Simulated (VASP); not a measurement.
# KCl (Fmmm) in VASP: further runs

KCl is run at these levels: PBE; tasks: single point.

Everything below comes from runs of VASP 6.6.1. Logs are shortened: lines on timing, memory, paths and dates and some standing lists are left out, and cuts for length are marked.

## Step 1: The cell of the first run

It takes space group Fmmm (No. 69, orthorhombic). The conventional cell has a = 5.933 Å, b = 6.312 Å, c = 6.691 Å, α = 90.00°, β = 90.00°, γ = 90.00°. Within 3.9 Å of K (site symmetry mmm) lie 6 Cl at 2.97 to 3.35 Å. Within 3.9 Å of Cl (site symmetry mmm) lie 6 K at 2.97 to 3.35 Å.

## Step 2: Single point, PBE (strain -0.0600 x Voigt [1, -1, 0, 0, 0, 0])

The input, INCAR:

```
PREC = Accurate
ENCUT = 520
EDIFF = 1E-7
ISMEAR = 0
SIGMA = 0.05
LREAL = F
LASPH = T
NELM = 60
ALGO = Normal
ISIF = 2
LWAVE = F
LCHARG = F
GGA = PE
NBANDS = 15
```

The input, KPOINTS:

```
Automatic mesh
0
Gamma
  6 6 6
```

The input, POSCAR:

```
KCl
1.0
    0.0000000000      3.3454660000      3.1561000000
    2.9667340000      0.0000000000      3.1561000000
    2.9667340000      3.3454660000      0.0000000000
K Cl
1 1
Direct
    0.0000000000      0.0000000000      0.0000000000
    0.5000000000      0.5000000000      0.5000000000
```

Potentials or basis: VASP PAW PBE potentials, release 64 (K_sv, Cl).

The run is started by

```console
cat potpaw_PBE.64/K_sv/POTCAR potpaw_PBE.64/Cl/POTCAR > POTCAR
mpirun -np 1 vasp_std > vasp.out
```

OUTCAR:

```text
PREC = Accurate
   ENCUT = 520
   EDIFF = 1E-7
   ISMEAR = 0
   LREAL = F
   LASPH = T
   NELM = 60
   ISIF = 2
   GGA = PE

 ion  position               nearest neighbor table
   1  0.000  0.000  0.000-   2 2.97   2 2.97   2 3.16   2 3.16
   2  0.500  0.500  0.500-   1 2.97   1 2.97   1 3.16   1 3.16

  LATTYP: Found a face centered orthorhombic cell.
 ALAT       =     5.9334680000
 B/A-ratio  =     1.0638297872
 C/A-ratio  =     1.1276595745

  Lattice vectors:

 A1 = (   0.0000000000,   3.3454660000,  -3.1561000000)
 A2 = (   2.9667340000,   3.3454660000,   0.0000000000)
 A3 = (   2.9667340000,   0.0000000000,  -3.1561000000)

Analysis of symmetry for initial positions (statically):
=====================================================================
 Subroutine PRICEL returns:
 Original cell was already a primitive cell.

 Routine SETGRP: Setting up the symmetry group for a
 face centered orthorhombic supercell.

 Subroutine GETGRP returns: Found  8 space group operations
 (whereof  8 operations were pure point group operations)
 out of a pool of  8 trial point group operations.

The static configuration has the point symmetry D_2h.

Analysis of symmetry for dynamics (positions and initial velocities):
=====================================================================
 Subroutine PRICEL returns:
 Original cell was already a primitive cell.

 Routine SETGRP: Setting up the symmetry group for a
 face centered orthorhombic supercell.

 Subroutine GETGRP returns: Found  8 space group operations
 (whereof  8 operations were pure point group operations)
 out of a pool of  8 trial point group operations.

The dynamic configuration has the point symmetry D_2h.

 Subroutine INISYM returns: Found  8 space group operations
 (whereof  8 operations are pure point group operations),
 and found     1 'primitive' translations

----------------------------------------------------------------------------------------

                                     Primitive cell

  volume of cell :      62.6493

  direct lattice vectors                    reciprocal lattice vectors
     0.000000000  3.345466000  3.156100000    -0.168535501  0.149456010  0.158423371
     2.966734000  0.000000000  3.156100000     0.168535501 -0.149456010  0.158423371
     2.966734000  3.345466000  0.000000000     0.168535501  0.149456010 -0.158423371

  length of vectors
     4.599251022  4.331567596  4.471426325     0.275389321  0.275389321  0.275389321

  position of ions in fractional coordinates (direct lattice)
     0.000000000  0.000000000  0.000000000
     0.500000000  0.500000000  0.500000000

  ion indices of the primitive-cell ions
   primitive index   ion index
                 1           1
                 2           2

----------------------------------------------------------------------------------------

 KPOINTS: Automatic mesh

Automatic generation of k-mesh.
 Grid dimensions read from file:
 generate k-points for:    6    6    6

 Generating k-lattice:

  Cartesian coordinates                     Fractional coordinates (reciprocal lattice)
    -0.028089250  0.024909335  0.026403895     0.166666667  0.000000000  0.000000000
     0.028089250 -0.024909335  0.026403895     0.000000000  0.166666667  0.000000000
     0.028089250  0.024909335 -0.026403895     0.000000000  0.000000000  0.166666667

  Length of vectors
     0.045898220  0.045898220  0.045898220

  Shift w.r.t. Gamma in fractional coordinates (k-lattice)
     0.000000000  0.000000000  0.000000000

 Subroutine IBZKPT returns following result:
 ===========================================

 Found     46 irreducible k-points:

 Following reciprocal coordinates:
            Coordinates               Weight
  0.000000  0.000000  0.000000      1.000000
  0.166667  0.000000  0.000000      8.000000
  0.333333 -0.000000  0.000000      8.000000
  0.500000  0.000000  0.000000      4.000000
  0.166667  0.166667  0.000000      2.000000
  0.333333  0.166667 -0.000000      8.000000
[... 16 lines left out ...]
 -0.166667  0.166667  0.166667      8.000000
  0.500000  0.333333  0.166667      4.000000
 [... further k-points ...]
   k-points           NKPTS =     46   k-points in BZ     NKDIM =     46   number of bands    NBANDS=     15
   number of dos      NEDOS =    301   number of ions     NIONS =      2
   total plane-waves  NPLWV =  41472
   dimension x,y,z NGX =    36 NGY =   32 NGZ =   36
   dimension x,y,z NGXF=    72 NGYF=   64 NGZF=   72
   ions per type =               1   1
   NGX,Y,Z   is equivalent  to a cutoff of  13.01, 12.28, 13.38 a.u.
   NGXF,Y,Z  is equivalent  to a cutoff of  26.03, 24.56, 26.77 a.u.
 SYSTEM =  unknown system
   PREC   = accura    normal or accurate (medium, high low for compatibility)
   ISTART =      0    job   : 0-new  1-cont  2-samecut
   ICHARG =      2    charge: 1-file 2-atom 10-const
   ISPIN  =      1    spin polarized calculation?
   LNONCOLLINEAR =      F non collinear calculations
   LSORBIT =      F    spin-orbit coupling
   LASPH  =      T    aspherical Exc in radial PAW
   ENCUT  =  520.0 eV  38.22 Ry    6.18 a.u.   8.55  8.05  8.31*2*pi/ulx,y,z
   NELM   =     60;   NELMIN=  2; NELMDL= -5     # of ELM steps
   EDIFF  = 0.1E-06   stopping-criterion for ELM
   LREAL  =      F    real-space projection
   EDIFFG = 0.1E-05   stopping-criterion for IOM
   NSW    =      0    number of steps for IOM
   IBRION =     -1    ionic relax: 0-MD 1-quasi-New 2-CG
   NFREE  =      0    steps in history (QN), initial steepest desc. (CG)
   ISIF   =      2    stress and relaxation
   ISYM   =      2    0-nonsym 1-usesym 2-fastsym
   POTIM  = 0.5000    time-step for ionic-motion
   TEBEG  =    0.0;   TEEND  =   0.0 temperature during run
   PSTRESS=    0.0 pullay stress
   NELECT =      16.0000    total number of electrons
   NUPDOWN=      -1.0000    fix difference up-down
   EMIN   =  10.00;   EMAX   =-10.00  energy-range for DOS
   EFERMI =   0.00;   METHOD = LEGACY
   ISMEAR =     0;   SIGMA  =   0.05  broadening in eV -4-tet -1-fermi 0-gaus
   EFERMI_NEDOS =   21; number of points for ismear=-14 and -15
   IALGO  =     38    algorithm
   IMIX   =      4    mixing-type and parameters
     AMIX     =   0.40;   BMIX     =  1.00
     AMIX_MAG =   1.60;   BMIX_MAG =  1.00
  volume/ion in A,a.u.               =      31.32       211.39
  Fermi-wavevector in a.u.,A,eV,Ry     =   1.038667  1.962795 14.678350  1.078828
  Thomas-Fermi vector in A             =   2.173161
   LORBIT       =      0    0 simple, 1 ext, 2 COOP (PROOUT), +10 PAW based schemes
   GGA     = PE    functional components
   LHFCALC =     F    Hartree Fock is set to
   AEXX    =    0.0000 exact exchange contribution
   IVDW    =     0    specifies the selected vdW correction
   LEPSILON=     F    determine dielectric tensor
   LRPA    =     F    only Hartree local field effects (RPA)
 non-spin polarized calculation
 Gauss-broadening in eV      SIGMA  =   0.05
  energy-cutoff  :      520.00
  volume of cell :       62.65
 maximum number of plane-waves:      1705
 NGX is ok and might be reduce to    36
   NGX = 17   NGY = 17   NGZ = 17

 number of electron      16.0000000 magnetization

 Free energy of the ion-electron system (eV)
  ---------------------------------------------------
  ext. energy  EPLUGINS =         0.00000000
  ---------------------------------------------------
  free energy    TOTEN  =        -6.75104651 eV

  energy without entropy =       -6.75104651  energy(sigma->0) =       -6.75104651

 E-fermi :  -1.5688     XC(G=0):  -7.5016

 val. band max:       -1.8101532961   @ k =   0.0000   0.0000   0.0000
 cond. band min:       3.2665399783   @ k =   0.0000   0.0000   0.0000
 fundamental gap:      5.0766932744
 Fermi energy:        -1.5688398474

 k-point     1 :       0.0000    0.0000    0.0000
  band No.  band energies     occupation
      1     -29.0459      2.00000
      2     -13.9894      2.00000
      3     -12.5212      2.00000
      4     -12.5189      2.00000
      5     -12.5050      2.00000
      6      -1.8999      2.00000
      7      -1.8701      2.00000
      8      -1.8102      2.00000
      9       3.2665      0.00000
     10       6.1733      0.00000
     11       6.5349      0.00000
     12       6.9246      0.00000
     13       7.1731      0.00000
     14       7.6865      0.00000
     15      11.1633      0.00000

 k-point     2 :       0.1667    0.0000    0.0000
  band No.  band energies     occupation
      1     -29.0432      2.00000
      2     -14.0533      2.00000
      3     -12.5266      2.00000
      4     -12.5093      2.00000
      5     -12.4313      2.00000
      6      -2.1740      2.00000
      7      -1.9708      2.00000
      8      -1.9323      2.00000
      9       3.8849      0.00000
     10       6.3017      0.00000
     11       6.7314      0.00000
     12       7.1017      0.00000
     13       7.5308      0.00000
     14       8.1047      0.00000
     15      11.9947      0.00000

 k-point     3 :       0.3333   -0.0000    0.0000
  band No.  band energies     occupation
      1     -29.0377      2.00000
      2     -14.1653      2.00000
      3     -12.5385      2.00000
      4     -12.5098      2.00000
      5     -12.2776      2.00000
      6      -2.6984      2.00000
      7      -2.1273      2.00000
      8      -2.1158      2.00000
      9       5.1075      0.00000
     10       6.3990      0.00000
     11       7.6674      0.00000
     12       7.9467      0.00000
     13       8.4262      0.00000
     14       9.1562      0.00000
     15      10.6607      0.00000
[... 343 lines left out ...]
 k-point    23 :      -0.1667    0.1667    0.1667
  band No.  band energies     occupation
      1     -29.0367      2.00000
      2     -14.1531      2.00000
      3     -12.5475      2.00000
      4     -12.5366      2.00000
      5     -12.2727      2.00000
      6      -2.6422      2.00000
      7      -2.1220      2.00000
      8      -2.0924      2.00000
      9       4.9568      0.00000
     10       5.7246      0.00000
     11       7.9794      0.00000
     12       8.0661      0.00000
     13       8.2347      0.00000
     14       9.4365      0.00000
     15      11.0771      0.00000

 k-point    24 :       0.5000    0.3333    0.1667
  band No.  band energies     occupation
      1     -29.0340      2.00000
      2     -14.0088      2.00000
      3     -12.5933      2.00000
      4     -12.5485      2.00000
      5     -12.4626      2.00000
      6      -2.5841      2.00000
      7      -2.1457      2.00000
      8      -2.1010      2.00000
      9       5.6273      0.00000
     10       5.8688      0.00000
     11       8.0984      0.00000
     12       8.5536      0.00000
     13       8.6261      0.00000
     14       8.9843      0.00000
     15       9.8918      0.00000

 [... further k-points ...]

------------------------ aborting loop because EDIFF is reached ----------------------------------------

  FORCE on cell =-STRESS in cart. coord.  units (eV):
  Direction    XX          YY          ZZ          XY          YZ          ZX
  --------------------------------------------------------------------------------------
  -------------------------------------------------------------------------------------
  Total        1.5439023     -0.3251791      0.2677423      0.0000000      0.0000000      0.0000000
  in kB       39.4833882     -8.3160533      6.8471772      0.0000000      0.0000000      0.0000000
  external PRESSURE =      12.6715040 kB  Pullay stress =       0.0000000 kB

 VOLUME and BASIS-vectors are now :
 -----------------------------------------------------------------------------
  energy-cutoff  :      520.00
  volume of cell :       62.65
      direct lattice vectors                 reciprocal lattice vectors
     0.000000000  3.345466000  3.156100000    -0.168535501  0.149456010  0.158423371
     2.966734000  0.000000000  3.156100000     0.168535501 -0.149456010  0.158423371
     2.966734000  3.345466000  0.000000000     0.168535501  0.149456010 -0.158423371

 POSITION                                       TOTAL-FORCE (eV/Angst)
 -----------------------------------------------------------------------------------
      0.00000      0.00000      0.00000        -0.000000      0.000000      0.000000
      2.96673      3.34547      3.15610         0.000000     -0.000000      0.000000
 -----------------------------------------------------------------------------------
    total drift:                                0.000000      0.000000      0.000000

  FREE ENERGIE OF THE ION-ELECTRON SYSTEM (eV)
  ---------------------------------------------------
  free  energy   TOTEN  =        -6.7510465148 eV

  energy  without entropy=       -6.7510465148  energy(sigma->0) =       -6.75104651
```

Wall time 28 s (1 thread of AMD EPYC 9R45 (Zen 5), shared host); peak memory 0.18 GiB.

What came out:

| Item | Value |
| --- | --- |
| Free energy | -6.7510 eV |
| Pressure | 1.3 GPa |
| Band gap on the k mesh | 5.08 eV, direct |

Levels at points of the mesh, in eV from the valence-band top:
```csv
k point,band 4,band 5,band 6,band 7,band 8,band 9,band 10,band 11,band 12,band 13
"(0.00, 0.00, 0.00)",-10.71,-10.69,-0.09,-0.06,0.00,5.08,7.98,8.35,8.73,8.98
"(0.50, 0.00, 0.00)",-10.70,-10.40,-1.12,-0.39,-0.39,7.50,8.48,10.42,10.57,10.96
"(0.50, 0.50, 0.00)",-10.79,-10.74,-0.72,-0.26,-0.25,6.53,8.21,9.95,10.28,10.62
"(0.50, 0.00, 0.50)",-10.76,-10.73,-0.78,-0.21,-0.18,6.58,8.23,9.59,10.11,10.60
"(0.00, 0.50, 0.50)",-10.78,-10.77,-0.59,-0.36,-0.34,6.40,8.39,10.34,10.36,10.67
```

Caveat: the cell differs from its parent crystal (strain -0.0600 x Voigt [1, -1, 0, 0, 0, 0]).

## Step 3: Single point, PBE (strain +0.0450 x Voigt [1, -1, 0, 0, 0, 0])

The input, INCAR:

```
ALGO = Normal
EDIFF = 1E-6
ENCUT = 520
GGA = PE
ISIF = 2
ISMEAR = 0
LASPH = T
LCHARG = F
LREAL = F
LWAVE = F
NBANDS = 15
NELM = 100
PREC = Accurate
SIGMA = 0.05
```

The input, KPOINTS:

```
k-points
0
Gamma
  6 6 6
```

The input, POSCAR:

```
KCl
1.0
    0.0000000000      3.0140755000      3.1561000000
    3.2981245000      0.0000000000      3.1561000000
    3.2981245000      3.0140755000      0.0000000000
K Cl
1 1
Direct
    0.0000000000      0.0000000000      0.0000000000
    0.5000000000      0.5000000000      0.5000000000
```

Potentials or basis: VASP PAW PBE potentials, release 64 (K_sv, Cl).

The run is started by

```console
cat potpaw_PBE.64/K_sv/POTCAR potpaw_PBE.64/Cl/POTCAR > POTCAR
mpirun -np 1 vasp_std > vasp.out
```

Wall time 21 s (1 thread of AMD EPYC 9R45 (Zen 5), shared host); peak memory 0.18 GiB.

Results (log left out):

* Free energy: -6.7761 eV
* Pressure: 1.0 GPa
* Band gap on the k mesh: 5.11 eV, direct

Stress tensor (GPa, compression positive):
```
-0.59  0.00  0.00
 0.00  2.86  0.00
 0.00  0.00  0.65
```

Levels at points of the mesh, in eV from the valence-band top:
```csv
k point,band 4,band 5,band 6,band 7,band 8,band 9,band 10,band 11,band 12,band 13
"(0.00, 0.00, 0.00)",-10.70,-10.69,-0.06,-0.04,0.00,5.11,8.08,8.35,8.64,9.05
"(0.50, 0.00, 0.00)",-10.70,-10.42,-1.09,-0.37,-0.36,7.52,8.51,10.44,10.55,11.05
"(0.50, 0.50, 0.00)",-10.77,-10.74,-0.69,-0.25,-0.25,6.53,8.25,9.98,10.25,10.60
"(0.50, 0.00, 0.50)",-10.77,-10.76,-0.60,-0.32,-0.30,6.44,8.36,10.26,10.32,10.63
"(0.00, 0.50, 0.50)",-10.75,-10.73,-0.75,-0.21,-0.19,6.57,8.25,9.70,10.12,10.58
```

Caveat: the cell differs from its parent crystal (strain +0.0450 x Voigt [1, -1, 0, 0, 0, 0]).

(Part 1 of 2 ends here.)
